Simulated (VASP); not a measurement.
SrO:

```
CELL_PARAMETERS angstrom
3.95322 -3.95322 0.00000
3.95322 3.95322 0.00000
0.00000 0.00000 3.63395
ATOMIC_POSITIONS crystal
Sr 0.00000 0.00000 0.00000
Sr 0.50000 0.50000 0.50000
O 0.69500 0.30500 0.00000
O 0.30500 0.69500 0.00000
```

This cell differs from its parent crystal: atoms taken out.

* Program: VASP 6.6.1
* Task: relaxation of cell and atoms
* Functional: PBE
* Potentials or basis: VASP PAW PBE potentials, release 64 (Sr_sv, O)
* Cutoff: 600 eV
* k mesh: 4 × 4 × 6
* Occupations: gaussian, width 0.1 eV
* Spin: no spin polarisation

At the start: pressure -0.6 GPa; volume 28.40 Å³/atom.

Q: How do energy, volume and symmetry change on relaxing?

A: Over 13 steps the energy falls by 87.2 meV/atom and the volume is 31.17 Å³/atom (+9.8 %); space group Cmmm (No. 65, to 0.1 Å) before and after.

The path:
```
step  energy change (eV)  largest force (eV/Å)  pressure (GPa)  volume (Å³)
   1              0.0000                1.4626           -0.61       113.58
   2             -0.2266                0.8019            3.18       111.36
   3             -0.3150                0.2066            1.45       112.17
   4             -0.3150                0.1703            1.51       112.14
   5             -0.3316                0.0291           -0.30       116.09
   6             -0.3334                0.0139            0.11       115.13
   7             -0.3345                0.0098            0.11       115.50
   8             -0.3375                0.0036            0.12       116.63
   9             -0.3423                0.0336            0.13       118.89
  10             -0.3475                0.1049            0.17       123.39
  11             -0.3485                0.0011           -0.08       124.51
  12             -0.3485                0.0146           -0.04       124.34
  13             -0.3488                0.0123           -0.01       124.67
```

Final structure:
```
Sr O
1.0
     4.31651   -3.80986    0.00000
     4.31651    3.80986    0.00000
     0.00000    0.00000    3.79045
Sr O
2 2
Direct
  0.00000 0.00000 0.00000
  0.50000 0.50000 0.50000
  0.70421 0.29579 0.00000
  0.29579 0.70421 0.00000
```

Caveat: the cell differs from its parent crystal (atoms taken out).
